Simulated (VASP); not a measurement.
# SnO (P4/nmm) in VASP: notebook

The runs below take SnO through single point, with PBE+D3(BJ).

Program: VASP 6.6.1. These are calculated values, not measurements. Logs are shortened: lines on timing, memory, paths and dates and some standing lists are left out, and cuts for length are marked.

## 1. The cell of the first run

The structure is tetragonal, space group P4/nmm (No. 129). Conventional cell: a = 3.609 Å, b = 3.609 Å, c = 5.364 Å, α = 90.00°, β = 90.00°, γ = 90.00°. Sn (site symmetry 4mm) has 4 O at 2.21 Å within 2.9 Å. Within 2.9 Å of O (site symmetry -4m2) lie 4 Sn at 2.21 Å and 4 O at 2.55 Å.

## 2. Single point, PBE+D3(BJ)

INCAR

```
SYSTEM = SnO
ALGO = Normal
EDIFF = 1E-6
ENCUT = 520
GGA = PE
ISIF = 2
ISMEAR = 0
IVDW = 12
LASPH = .TRUE.
LCHARG = .TRUE.
LELF = .TRUE.
LREAL = .FALSE.
LVHAR = .TRUE.
LWAVE = .FALSE.
NBANDS = 28
NELM = 100
PREC = Accurate
SIGMA = 0.02
```

KPOINTS

```
k-points
0
G
  6 6 4
  0 0 0
```

POSCAR

```
SnO
1.0
    3.6086700000      0.0000000000      0.0000000000
    0.0000000000      3.6086700000      0.0000000000
    0.0000000000      0.0000000000      5.3637673130
Sn O
2 2
Direct
    0.5000000000      0.0000000000      0.2369000000
    0.0000000000      0.5000000000      0.7631000000
    0.0000000000      0.0000000000      0.0000000000
    0.5000000000      0.5000000000      0.0000000000
```

Potentials or basis: VASP PAW PBE potentials, release 64 (Sn_d, O).

Command:

```bash
$ cat potpaw_PBE.64/Sn_d/POTCAR potpaw_PBE.64/O/POTCAR > POTCAR
$ mpirun -np 1 vasp_std > vasp.out
```

OUTCAR:

```text
SYSTEM = SnO
   EDIFF = 1E-6
   ENCUT = 520
   GGA = PE
   ISIF = 2
   ISMEAR = 0
   IVDW = 12
   LASPH = .TRUE.
   LREAL = .FALSE.
   NELM = 100
   PREC = Accurate
 IVDW          = 12

 ion  position               nearest neighbor table
   1  0.500  0.000  0.237-   3 2.21   4 2.21   4 2.21   3 2.21   2 3.60   2 3.60   2 3.60   2 3.60

   2  0.000  0.500  0.763-   3 2.21   4 2.21   3 2.21   4 2.21   1 3.60   1 3.60   1 3.60   1 3.60

   3  0.000  0.000  0.000-   1 2.21   2 2.21   2 2.21   1 2.21
   4  0.500  0.500  0.000-   1 2.21   2 2.21   1 2.21   2 2.21

  LATTYP: Found a simple tetragonal cell.
 ALAT       =     3.6086700000
 C/A-ratio  =     1.4863557247

  Lattice vectors:

 A1 = (   3.6086700000,   0.0000000000,   0.0000000000)
 A2 = (   0.0000000000,   3.6086700000,   0.0000000000)
 A3 = (   0.0000000000,   0.0000000000,   5.3637673130)

Analysis of symmetry for initial positions (statically):
=====================================================================
 Subroutine PRICEL returns:
 Original cell was already a primitive cell.

 Routine SETGRP: Setting up the symmetry group for a
 simple tetragonal supercell.

 Subroutine GETGRP returns: Found 16 space group operations
 (whereof  8 operations were pure point group operations)
 out of a pool of 16 trial point group operations.

The static configuration has the point symmetry D_2d.
 The point group associated with its full space group is D_4h.

Analysis of symmetry for dynamics (positions and initial velocities):
=====================================================================
 Subroutine PRICEL returns:
 Original cell was already a primitive cell.

 Routine SETGRP: Setting up the symmetry group for a
 simple tetragonal supercell.

 Subroutine GETGRP returns: Found 16 space group operations
 (whereof  8 operations were pure point group operations)
 out of a pool of 16 trial point group operations.

The dynamic configuration has the point symmetry D_2d.
 The point group associated with its full space group is D_4h.

 Subroutine INISYM returns: Found 16 space group operations
 (whereof  8 operations are pure point group operations),
 and found     1 'primitive' translations

----------------------------------------------------------------------------------------

                                     Primitive cell

  volume of cell :      69.8497

  direct lattice vectors                    reciprocal lattice vectors
     3.608670000  0.000000000  0.000000000     0.277110404  0.000000000  0.000000000
     0.000000000  3.608670000  0.000000000     0.000000000  0.277110404  0.000000000
     0.000000000  0.000000000  5.363767313     0.000000000  0.000000000  0.186436126

  length of vectors
     3.608670000  3.608670000  5.363767313     0.277110404  0.277110404  0.186436126

  position of ions in fractional coordinates (direct lattice)
     0.500000000  0.000000000  0.236900000
     0.000000000  0.500000000  0.763100000
     0.000000000  0.000000000  0.000000000
     0.500000000  0.500000000  0.000000000

  ion indices of the primitive-cell ions
   primitive index   ion index
                 1           1
                 2           2
                 3           3
                 4           4

----------------------------------------------------------------------------------------

 KPOINTS: k-points

Automatic generation of k-mesh.
 Grid dimensions read from file:
 generate k-points for:    6    6    4

 Generating k-lattice:

  Cartesian coordinates                     Fractional coordinates (reciprocal lattice)
     0.046185067  0.000000000  0.000000000     0.166666667  0.000000000  0.000000000
     0.000000000  0.046185067  0.000000000     0.000000000  0.166666667  0.000000000
     0.000000000  0.000000000  0.046609032     0.000000000  0.000000000  0.250000000

  Length of vectors
     0.046185067  0.046185067  0.046609032

  Shift w.r.t. Gamma in fractional coordinates (k-lattice)
     0.000000000  0.000000000  0.000000000

 Subroutine IBZKPT returns following result:
 ===========================================

 Found     30 irreducible k-points:

 Following reciprocal coordinates:
            Coordinates               Weight
  0.000000  0.000000  0.000000      1.000000
  0.166667  0.000000  0.000000      4.000000
  0.333333  0.000000  0.000000      4.000000
  0.500000  0.000000  0.000000      2.000000
  0.166667  0.166667  0.000000      4.000000
  0.333333  0.166667  0.000000      8.000000
[... 16 lines left out ...]
  0.333333  0.000000  0.500000      4.000000
  0.500000  0.000000  0.500000      2.000000
 [... further k-points ...]
   k-points           NKPTS =     30   k-points in BZ     NKDIM =     30   number of bands    NBANDS=     28
   number of dos      NEDOS =    301   number of ions     NIONS =      4
   total plane-waves  NPLWV =  31360
   dimension x,y,z NGX =    28 NGY =   28 NGZ =   40
   dimension x,y,z NGXF=    56 NGYF=   56 NGZF=   80
   ions per type =               2   2
   NGX,Y,Z   is equivalent  to a cutoff of  12.90, 12.90, 12.40 a.u.
   NGXF,Y,Z  is equivalent  to a cutoff of  25.80, 25.80, 24.80 a.u.
 SYSTEM =  SnO
   PREC   = accura    normal or accurate (medium, high low for compatibility)
   ISTART =      0    job   : 0-new  1-cont  2-samecut
   ICHARG =      2    charge: 1-file 2-atom 10-const
   ISPIN  =      1    spin polarized calculation?
   LNONCOLLINEAR =      F non collinear calculations
   LSORBIT =      F    spin-orbit coupling
   LASPH  =      T    aspherical Exc in radial PAW
   ENCUT  =  520.0 eV  38.22 Ry    6.18 a.u.   6.71  6.71  9.97*2*pi/ulx,y,z
   NELM   =    100;   NELMIN=  2; NELMDL= -5     # of ELM steps
   EDIFF  = 0.1E-05   stopping-criterion for ELM
   LREAL  =      F    real-space projection
   EDIFFG = 0.1E-04   stopping-criterion for IOM
   NSW    =      0    number of steps for IOM
   IBRION =     -1    ionic relax: 0-MD 1-quasi-New 2-CG
   NFREE  =      0    steps in history (QN), initial steepest desc. (CG)
   ISIF   =      2    stress and relaxation
   ISYM   =      2    0-nonsym 1-usesym 2-fastsym
   POTIM  = 0.5000    time-step for ionic-motion
   TEBEG  =    0.0;   TEEND  =   0.0 temperature during run
   PSTRESS=    0.0 pullay stress
   NELECT =      40.0000    total number of electrons
   NUPDOWN=      -1.0000    fix difference up-down
   EMIN   =  10.00;   EMAX   =-10.00  energy-range for DOS
   EFERMI =   0.00;   METHOD = LEGACY
   ISMEAR =     0;   SIGMA  =   0.02  broadening in eV -4-tet -1-fermi 0-gaus
   EFERMI_NEDOS =   21; number of points for ismear=-14 and -15
   IALGO  =     38    algorithm
   IMIX   =      4    mixing-type and parameters
     AMIX     =   0.40;   BMIX     =  1.00
     AMIX_MAG =   1.60;   BMIX_MAG =  1.00
  volume/ion in A,a.u.               =      17.46       117.84
  Fermi-wavevector in a.u.,A,eV,Ry     =   1.359482  2.569048 25.146163  1.848191
  Thomas-Fermi vector in A             =   2.486226
   LORBIT       =      0    0 simple, 1 ext, 2 COOP (PROOUT), +10 PAW based schemes
   GGA     = PE    functional components
   LHFCALC =     F    Hartree Fock is set to
   AEXX    =    0.0000 exact exchange contribution
   IVDW    =    12    specifies the selected vdW correction
   LEPSILON=     F    determine dielectric tensor
   LRPA    =     F    only Hartree local field effects (RPA)
 non-spin polarized calculation
 Gauss-broadening in eV      SIGMA  =   0.02
  energy-cutoff  :      520.00
  volume of cell :       69.85
 maximum number of plane-waves:      1916
 NGX is ok and might be reduce to    28
   NGX = 13   NGY = 13   NGZ = 19

 number of electron      40.0000004 magnetization

 Free energy of the ion-electron system (eV)
  ---------------------------------------------------
  ext. energy  EPLUGINS =         0.00000000
  ---------------------------------------------------
  free energy    TOTEN  =       -22.32891660 eV

  energy without entropy =      -22.32875753  energy(sigma->0) =      -22.32883706

 E-fermi :   7.2475     XC(G=0): -10.2460

 val. band max:        7.2474111817   @ k =   0.5000   0.5000   0.0000
 cond. band min:       7.4414117015   @ k =   0.0000   0.0000   0.0000
 fundamental gap:      0.1940005198
 Fermi energy:         7.2474733988

 k-point     1 :       0.0000    0.0000    0.0000
  band No.  band energies     occupation
      1     -14.7811      2.00000
      2     -14.4250      2.00000
      3     -14.3270      2.00000
      4     -14.3270      2.00000
      5     -14.3153      2.00000
      6     -14.2839      2.00000
[... 20 lines left out ...]
     27      14.3420      0.00000
     28      14.6754      0.00000

 k-point     2 :       0.1667    0.0000    0.0000
  band No.  band energies     occupation
      1     -14.7688      2.00000
      2     -14.4187      2.00000
      3     -14.3430      2.00000
      4     -14.3347      2.00000
      5     -14.3243      2.00000
      6     -14.3206      2.00000
[... 20 lines left out ...]
     27      14.6711      0.00000
     28      17.0826      0.00000

 k-point     3 :       0.3333    0.0000    0.0000
  band No.  band energies     occupation
      1     -14.7410      2.00000
      2     -14.5674      2.00000
      3     -14.3599      2.00000
      4     -14.3437      2.00000
      5     -14.3305      2.00000
      6     -14.3271      2.00000
[... 20 lines left out ...]
     27      15.2473      0.00000
     28      18.3936      0.00000

 k-point     4 :       0.5000    0.0000    0.0000
  band No.  band energies     occupation
      1     -14.6871      2.00000
      2     -14.6871      2.00000
      3     -14.3467      2.00000
      4     -14.3467      2.00000
      5     -14.3336      2.00000
      6     -14.3336      2.00000
[... 578 lines left out ...]
     27      15.1853      0.00000
     28      16.8347      0.00000

 k-point    23 :       0.3333    0.0000    0.5000
  band No.  band energies     occupation
      1     -14.7425      2.00000
      2     -14.5863      2.00000
      3     -14.3630      2.00000
      4     -14.3408      2.00000
      5     -14.3371      2.00000
      6     -14.3344      2.00000
[... 20 lines left out ...]
     27      15.6206      0.00000
     28      17.2110      0.00000

 k-point    24 :       0.5000    0.0000    0.5000
  band No.  band energies     occupation
      1     -14.6983      2.00000
      2     -14.6983      2.00000
      3     -14.3474      2.00000
      4     -14.3474      2.00000
      5     -14.3445      2.00000
      6     -14.3445      2.00000
[... 20 lines left out ...]
     27      16.5424      0.00000
     28      16.5424      0.00000

 [... further k-points ...]

------------------------ aborting loop because EDIFF is reached ----------------------------------------

 Edisp (eV)   -0.94391

 E8    (eV) :    -0.4091

  FORCE on cell =-STRESS in cart. coord.  units (eV):
  Direction    XX          YY          ZZ          XY          YZ          ZX
  --------------------------------------------------------------------------------------
  -------------------------------------------------------------------------------------
  Total       4.25828     4.25828    -2.09450     0.00000     0.00000     0.00000
  in kB      97.67433    97.67433   -48.04269     0.00000     0.00000     0.00000
  external pressure =       49.10 kB  Pullay stress =        0.00 kB

 VOLUME and BASIS-vectors are now :
 -----------------------------------------------------------------------------
  energy-cutoff  :      520.00
  volume of cell :       69.85
      direct lattice vectors                 reciprocal lattice vectors
     3.608670000  0.000000000  0.000000000     0.277110404  0.000000000  0.000000000
     0.000000000  3.608670000  0.000000000     0.000000000  0.277110404  0.000000000
     0.000000000  0.000000000  5.363767313     0.000000000  0.000000000  0.186436126

 POSITION                                       TOTAL-FORCE (eV/Angst)
 -----------------------------------------------------------------------------------
      1.80434      0.00000      1.27068         0.000000      0.000000     -0.485254
      0.00000      1.80434      4.09309         0.000000      0.000000      0.485254
      0.00000      0.00000      0.00000         0.000000      0.000000      0.000000
      1.80434      1.80434      0.00000        -0.000000     -0.000000      0.000000
 -----------------------------------------------------------------------------------
    total drift:                                0.000000      0.000000     -0.000000

  FREE ENERGIE OF THE ION-ELECTRON SYSTEM (eV)
  ---------------------------------------------------
  free  energy   TOTEN  =       -23.2728273869 eV

  energy  without entropy=      -23.2726683228  energy(sigma->0) =      -23.27274785
```

It took 1.8 min on 1 thread of Intel Xeon 8259CL, shared host; peak memory 0.21 GiB.

What came out:

```
Free energy                : -23.2728 eV
Pressure                   : 4.9 GPa
Largest force              : 0.485 eV/Å
Band gap on the k mesh     : zero (bands 20 and 21 overlap by 0.19 eV)
Dispersion energy per atom : -0.236 eV
```

Forces in eV/Å, atoms in the order of the input:
```
Sn   0.000  0.000 -0.485
Sn   0.000  0.000  0.485
O    0.000  0.000  0.000
O    0.000  0.000  0.000
```

Stress tensor (GPa, compression positive):
```
 9.77  0.00  0.00
 0.00  9.77  0.00
 0.00  0.00 -4.80
```

Caveat: three body term missing; the cell stands under pressure; semilocal functionals underestimate gaps, so a narrow gap can read as zero; spin-orbit coupling is left out, which moves the levels of the heavy elements.

(Part 1 of 2 ends here.)
